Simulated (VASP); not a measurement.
# Si (Imma) in VASP: a series of runs

Si is run at these levels: LDA; tasks: single point.

Everything below comes from runs of VASP 6.6.1. Logs are shortened: lines on timing, memory, paths and dates and some standing lists are left out, and cuts for length are marked.

## 1. The cell of the first run

Symmetry: Imma, No. 74, orthorhombic system. Conventional cell: a = 4.410 Å, b = 4.640 Å, c = 2.498 Å, α = 90.00°, β = 90.00°, γ = 90.00°. Si (site symmetry mm2) has 10 Si at 2.34 to 3.21 Å within 3.3 Å.

## 2. Single point, LDA (12.78 Å³/atom)

Contents of INCAR:

```
PREC = Accurate
ENCUT = 520
EDIFF = 1E-6
ISMEAR = -1
SIGMA = 0.05
LREAL = False
LASPH = True
NELM = 100
ALGO = Normal
ISIF = 2
LWAVE = False
LCHARG = False
NBANDS = 11
```

Contents of KPOINTS:

```
Automatic mesh
0
Gamma
  16 16 16
```

Contents of POSCAR:

```
Si
1.0
   -2.2050483307      2.3201496985      1.2489722886
    2.2050483307     -2.3201496985      1.2489722886
    2.2050483307      2.3201496985     -1.2489722886
Si
2
Direct
    0.8070000000      0.5570000000      0.2500000000
    0.1930000000      0.4430000000      0.7500000000
```

Potentials or basis: VASP PAW LDA potentials, release 64 (Si).

Launch:

```
cat potpaw_LDA.64/Si/POTCAR > POTCAR
mpirun -np 1 vasp_std > vasp.out
```

OUTCAR:

```text
PREC = Accurate
   ENCUT = 520
   EDIFF = 1E-6
   ISMEAR = -1
   LREAL = False
   LASPH = True
   NELM = 100
   ISIF = 2

 ion  position               nearest neighbor table
   1  0.807  0.557  0.250-   2 2.34   2 2.34   2 2.41   2 2.41   2 2.69   2 2.69
   2  0.193  0.443  0.750-   1 2.34   1 2.34   1 2.41   1 2.41   1 2.69   1 2.69

  LATTYP: Found a body centered orthorhombic cell.
 ALAT       =     2.4979445772
 B/A-ratio  =     1.7654901961
 C/A-ratio  =     1.8576470588

  Lattice vectors:

 A1 = (   2.2050483307,  -2.3201496985,   1.2489722886)
 A2 = (  -2.2050483307,  -2.3201496985,  -1.2489722886)
 A3 = (   2.2050483307,   2.3201496985,  -1.2489722886)

Analysis of symmetry for initial positions (statically):
=====================================================================
 Subroutine PRICEL returns:
 Original cell was already a primitive cell.

 Routine SETGRP: Setting up the symmetry group for a
 body centered orthorhombic supercell.

 Subroutine GETGRP returns: Found  8 space group operations
 (whereof  4 operations were pure point group operations)
 out of a pool of  8 trial point group operations.

The static configuration has the point symmetry C_2h.
 The point group associated with its full space group is D_2h.

Analysis of symmetry for dynamics (positions and initial velocities):
=====================================================================
 Subroutine PRICEL returns:
 Original cell was already a primitive cell.

 Routine SETGRP: Setting up the symmetry group for a
 body centered orthorhombic supercell.

 Subroutine GETGRP returns: Found  8 space group operations
 (whereof  4 operations were pure point group operations)
 out of a pool of  8 trial point group operations.

The dynamic configuration has the point symmetry C_2h.
 The point group associated with its full space group is D_2h.

 Subroutine INISYM returns: Found  8 space group operations
 (whereof  4 operations are pure point group operations),
 and found     1 'primitive' translations

----------------------------------------------------------------------------------------

                                     Primitive cell

  volume of cell :      25.5592

  direct lattice vectors                    reciprocal lattice vectors
    -2.205048331  2.320149698  1.248972289     0.000000000  0.215503336  0.400329138
     2.205048331 -2.320149698  1.248972289     0.226752400  0.000000000  0.400329138
     2.205048331  2.320149698 -1.248972289     0.226752400  0.215503336  0.000000000

  length of vectors
     3.435879006  3.435879006  3.435879006     0.454648333  0.460087024  0.312823174

  position of ions in fractional coordinates (direct lattice)
     0.807000000  0.557000000  0.250000000
     0.193000000  0.443000000  0.750000000

  ion indices of the primitive-cell ions
   primitive index   ion index
                 1           1
                 2           2

----------------------------------------------------------------------------------------

 KPOINTS: Automatic mesh

Automatic generation of k-mesh.
 Grid dimensions read from file:
 generate k-points for:   16   16   16

 Generating k-lattice:

  Cartesian coordinates                     Fractional coordinates (reciprocal lattice)
     0.000000000  0.013468958  0.025020571     0.062500000  0.000000000  0.000000000
     0.014172025  0.000000000  0.025020571    -0.000000000  0.062500000  0.000000000
     0.014172025  0.013468958  0.000000000    -0.000000000  0.000000000  0.062500000

  Length of vectors
     0.028415521  0.028755439  0.019551448

  Shift w.r.t. Gamma in fractional coordinates (k-lattice)
     0.000000000  0.000000000  0.000000000

 Subroutine IBZKPT returns following result:
 ===========================================

 Found    621 irreducible k-points:

 Following reciprocal coordinates:
            Coordinates               Weight
  0.000000  0.000000  0.000000      1.000000
  0.062500  0.000000 -0.000000      4.000000
  0.125000  0.000000 -0.000000      4.000000
  0.187500  0.000000  0.000000      4.000000
  0.250000  0.000000 -0.000000      4.000000
  0.312500  0.000000 -0.000000      4.000000
[... 16 lines left out ...]
 -0.187500  0.062500  0.000000      8.000000
 -0.125000  0.062500  0.000000      8.000000
 [... further k-points ...]
   k-points           NKPTS =    621   k-points in BZ     NKDIM =    621   number of bands    NBANDS=     11
   number of dos      NEDOS =    301   number of ions     NIONS =      2
   total plane-waves  NPLWV =  21952
   dimension x,y,z NGX =    28 NGY =   28 NGZ =   28
   dimension x,y,z NGXF=    56 NGYF=   56 NGZF=   56
   ions per type =               2
   NGX,Y,Z   is equivalent  to a cutoff of  13.55, 13.55, 13.55 a.u.
   NGXF,Y,Z  is equivalent  to a cutoff of  27.10, 27.10, 27.10 a.u.
 SYSTEM =  unknown system
   PREC   = accura    normal or accurate (medium, high low for compatibility)
   ISTART =      0    job   : 0-new  1-cont  2-samecut
   ICHARG =      2    charge: 1-file 2-atom 10-const
   ISPIN  =      1    spin polarized calculation?
   LNONCOLLINEAR =      F non collinear calculations
   LSORBIT =      F    spin-orbit coupling
   LASPH  =      T    aspherical Exc in radial PAW
   ENCUT  =  520.0 eV  38.22 Ry    6.18 a.u.   6.39  6.39  6.39*2*pi/ulx,y,z
   NELM   =    100;   NELMIN=  2; NELMDL= -5     # of ELM steps
   EDIFF  = 0.1E-05   stopping-criterion for ELM
   LREAL  =      F    real-space projection
   EDIFFG = 0.1E-04   stopping-criterion for IOM
   NSW    =      0    number of steps for IOM
   IBRION =     -1    ionic relax: 0-MD 1-quasi-New 2-CG
   NFREE  =      0    steps in history (QN), initial steepest desc. (CG)
   ISIF   =      2    stress and relaxation
   ISYM   =      2    0-nonsym 1-usesym 2-fastsym
   POTIM  = 0.5000    time-step for ionic-motion
   TEBEG  =    0.0;   TEEND  =   0.0 temperature during run
   PSTRESS=    0.0 pullay stress
   NELECT =       8.0000    total number of electrons
   NUPDOWN=      -1.0000    fix difference up-down
   EMIN   =  10.00;   EMAX   =-10.00  energy-range for DOS
   EFERMI =   0.00;   METHOD = LEGACY
   ISMEAR =    -1;   SIGMA  =   0.05  broadening in eV -4-tet -1-fermi 0-gaus
   EFERMI_NEDOS =   21; number of points for ismear=-14 and -15
   IALGO  =     38    algorithm
   IMIX   =      4    mixing-type and parameters
     AMIX     =   0.40;   BMIX     =  1.00
     AMIX_MAG =   1.60;   BMIX_MAG =  1.00
  volume/ion in A,a.u.               =      12.78        86.24
  Fermi-wavevector in a.u.,A,eV,Ry     =   1.111533  2.100494 16.810087  1.235507
  Thomas-Fermi vector in A             =   2.248098
   LORBIT       =      0    0 simple, 1 ext, 2 COOP (PROOUT), +10 PAW based schemes
   GGA     = CA    functional components
   LHFCALC =     F    Hartree Fock is set to
   AEXX    =    0.0000 exact exchange contribution
   IVDW    =     0    specifies the selected vdW correction
   LEPSILON=     F    determine dielectric tensor
   LRPA    =     F    only Hartree local field effects (RPA)
 non-spin polarized calculation
  energy-cutoff  :      520.00
  volume of cell :       25.56
 maximum number of plane-waves:       704
 NGX is ok and might be reduce to    28
   NGX = 13   NGY = 13   NGZ = 13

 number of electron       8.0000000 magnetization

 Free energy of the ion-electron system (eV)
  ---------------------------------------------------
  ext. energy  EPLUGINS =         0.00000000
  ---------------------------------------------------
  free energy    TOTEN  =       -11.25127229 eV

  energy without entropy =      -11.24530732  energy(sigma->0) =      -11.24828981

 E-fermi :  11.5451     XC(G=0): -11.7083

 val. band max:       11.5413202441   @ k =  -0.4375   0.5000   0.0625
 cond. band min:      11.5479604473   @ k =   0.3750   0.1250   0.0000
 fundamental gap:      0.0066402031
 Fermi energy:        11.5451217026

 k-point     1 :       0.0000    0.0000    0.0000
  band No.  band energies     occupation
      1      -3.8033      2.00000
      2       8.4416      2.00000
      3       8.9631      2.00000
      4      10.0648      2.00000
      5      12.3821      0.00000
      6      19.4110      0.00000
      7      21.1074      0.00000
      8      21.9667      0.00000
      9      22.6951      0.00000
     10      22.8580      0.00000
     11      23.8698      0.00000

 k-point     2 :       0.0625    0.0000   -0.0000
  band No.  band energies     occupation
      1      -3.6868      2.00000
      2       8.3885      2.00000
      3       8.6765      2.00000
      4      10.5305      2.00000
      5      12.6562      0.00000
      6      18.6580      0.00000
      7      20.4624      0.00000
      8      21.4204      0.00000
      9      22.0141      0.00000
     10      22.5193      0.00000
     11      23.9457      0.00000

 k-point     3 :       0.1250    0.0000   -0.0000
  band No.  band energies     occupation
      1      -3.3377      2.00000
      2       8.2913      2.00000
      3       8.3009      2.00000
      4      11.4028      1.89024
      5      13.4143      0.00000
      6      17.3806      0.00000
      7      18.1537      0.00000
      8      20.3170      0.00000
      9      20.5048      0.00000
     10      21.6642      0.00000
     11      23.7820      0.00000

 k-point     4 :       0.1875    0.0000    0.0000
  band No.  band energies     occupation
      1      -2.7575      2.00000
      2       8.0815      2.00000
      3       8.2563      2.00000
      4      12.1626      0.00001
      5      14.5387      0.00000
      6      15.9663      0.00000
      7      16.0734      0.00000
      8      18.3952      0.00000
      9      19.2854      0.00000
     10      20.4027      0.00000
     11      24.7674      0.00000
[... 239 lines left out ...]
 k-point    22 :      -0.2500    0.0625    0.0000
  band No.  band energies     occupation
      1      -2.5477      2.00000
      2       6.8341      2.00000
      3       8.4658      2.00000
      4      12.4867      0.00000
      5      15.1523      0.00000
      6      15.3323      0.00000
      7      16.2590      0.00000
      8      18.2272      0.00000
      9      19.3545      0.00000
     10      21.2188      0.00000
     11      24.0322      0.00000

 k-point    23 :      -0.1875    0.0625    0.0000
  band No.  band energies     occupation
      1      -3.1790      2.00000
      2       6.9889      2.00000
      3       8.5328      2.00000
      4      11.9541      0.00056
      5      14.3785      0.00000
      6      16.4479      0.00000
      7      17.7774      0.00000
      8      19.8609      0.00000
      9      20.8480      0.00000
     10      22.2763      0.00000
     11      23.7428      0.00000

 k-point    24 :      -0.1250    0.0625    0.0000
  band No.  band energies     occupation
      1      -3.5798      2.00000
      2       7.3268      2.00000
      3       8.6953      2.00000
      4      11.1337      1.99947
      5      13.4427      0.00000
      6      17.6266      0.00000
      7      20.1226      0.00000
      8      21.4147      0.00000
      9      21.9695      0.00000
     10      22.8748      0.00000
     11      24.3659      0.00000

 [... further k-points ...]
[... 5 lines left out ...]
  --------------------------------------------------------------------------------------
  -------------------------------------------------------------------------------------
  Total        3.3581858      4.0131514      3.3623719      0.0000000     -0.0000000      0.0000000
  in kB      210.5078965    251.5644152    210.7703015      0.0000000     -0.0000000      0.0000000
  external PRESSURE =     224.2808711 kB  Pullay stress =       0.0000000 kB

 VOLUME and BASIS-vectors are now :
 -----------------------------------------------------------------------------
  energy-cutoff  :      520.00
  volume of cell :       25.56
      direct lattice vectors                 reciprocal lattice vectors
    -2.205048331  2.320149698  1.248972289     0.000000000  0.215503336  0.400329138
     2.205048331 -2.320149698  1.248972289     0.226752400  0.000000000  0.400329138
     2.205048331  2.320149698 -1.248972289     0.226752400  0.215503336  0.000000000

 POSITION                                       TOTAL-FORCE (eV/Angst)
 -----------------------------------------------------------------------------------
     -0.00000      1.16007      1.39136         0.000000     -0.000000     -0.045668
      2.20505      1.16007     -0.14238        -0.000000      0.000000      0.045668
 -----------------------------------------------------------------------------------
    total drift:                                0.000000     -0.000000     -0.000000

  FREE ENERGIE OF THE ION-ELECTRON SYSTEM (eV)
  ---------------------------------------------------
  free  energy   TOTEN  =       -11.2512722938 eV

  energy  without entropy=      -11.2453073231  energy(sigma->0) =      -11.24828981
```

Run time: 3.1 min. Hardware: 1 thread of Intel Xeon 8259CL, shared host; peak memory 0.25 GiB.

What came out:

```yaml
Free_energy: -11.2513 eV
Pressure: 22.4 GPa
Largest_force: 0.046 eV/Å
Band_gap_on_the_k_mesh: zero (bands 4 and 5 overlap by 7.80 eV)
```

Forces on the atoms (eV/Å):
```
Si   0.000  0.000 -0.046
Si   0.000  0.000  0.046
```

Levels at points of the mesh, in eV from the Fermi level:
```
           k point  band 1  band 2  band 3  band 4  band 5  band 6  band 7  band 8  band 9
(0.00, 0.00, 0.00)  -15.35   -3.10   -2.58   -1.48    0.84    7.87    9.56   10.42   11.15
(0.50, 0.00, 0.00)   -8.17   -7.94   -1.82   -1.47   -1.24   -0.12    5.11    5.40   10.60
(0.00, 0.50, 0.00)   -8.04   -7.68   -2.94   -2.29   -1.25    0.84    5.45    6.33    9.99
(0.50, 0.50, 0.00)  -11.86  -11.86    0.11    0.11    3.05    3.05    9.07    9.07   10.69
(0.50, 0.50, 0.50)   -9.44   -8.35   -8.09   -7.79    6.01    6.62   14.98   15.50   15.62
```

Caveat: the cell stands under pressure.

## 3. Single point, LDA (13.32 Å³/atom)

This run uses another cell than the first one, of 13.32 Å³/atom.

Contents of INCAR:

```
PREC = Accurate
ENCUT = 520
EDIFF = 1E-6
ISMEAR = -1
SIGMA = 0.05
LREAL = False
LASPH = True
NELM = 80
ALGO = Normal
ISIF = 2
LWAVE = False
LCHARG = True
GGA = CA
LELF = True
LVHAR = True
NBANDS = 11
```

Contents of KPOINTS:

```
regular mesh
0
Gamma
  16 16 16
```

Contents of POSCAR:

```
Si
1.0
   -2.2358921622      2.3526035479      1.2664426952
    2.2358921622     -2.3526035479      1.2664426952
    2.2358921622      2.3526035479     -1.2664426952
Si
2
Direct
    0.8070000000      0.5570000000      0.2500000000
    0.1930000000      0.4430000000      0.7500000000
```

Potentials or basis: VASP PAW LDA potentials, release 64 (Si).

Launch:

```
cat potpaw_LDA.64/Si/POTCAR > POTCAR
mpirun -np 1 vasp_std > vasp.out
```

Run time: 3.3 min. Hardware: 1 thread of Intel Xeon 8259CL, shared host; peak memory 0.25 GiB.

Results (log left out):

```yaml
Free_energy: -11.3755 eV
Pressure: 14.4 GPa
Largest_force: 0.003 eV/Å
Band_gap_on_the_k_mesh: zero (bands 4 and 5 overlap by 7.52 eV)
```

Forces on the atoms (eV/Å):
```
Si   0.000  0.000 -0.003
Si   0.000  0.000  0.003
```

Stress tensor (GPa, compression positive):
```
13.42  0.00  0.00
 0.00 16.24  0.00
 0.00  0.00 13.54
```

Levels at points of the mesh, in eV from the Fermi level:
| k point | band 2 | band 3 | band 4 | band 5 | band 6 | band 7 |
| --- | --- | --- | --- | --- | --- | --- |
| (0.00, 0.00, 0.00) | -3.00 | -2.50 | -1.62 | 1.04 | 7.81 | 9.22 |
| (0.50, 0.00, 0.00) | -7.70 | -1.80 | -1.38 | -1.29 | 0.02 | 4.92 |
| (0.00, 0.50, 0.00) | -7.40 | -2.85 | -2.22 | -1.38 | 1.03 | 5.25 |
| (0.50, 0.50, 0.00) | -11.56 | 0.14 | 0.14 | 2.97 | 2.97 | 8.77 |
| (0.50, 0.50, 0.50) | -8.22 | -7.78 | -7.49 | 5.81 | 6.57 | 14.36 |

Caveat: the cell stands under pressure.

[end of part 1 of 2]
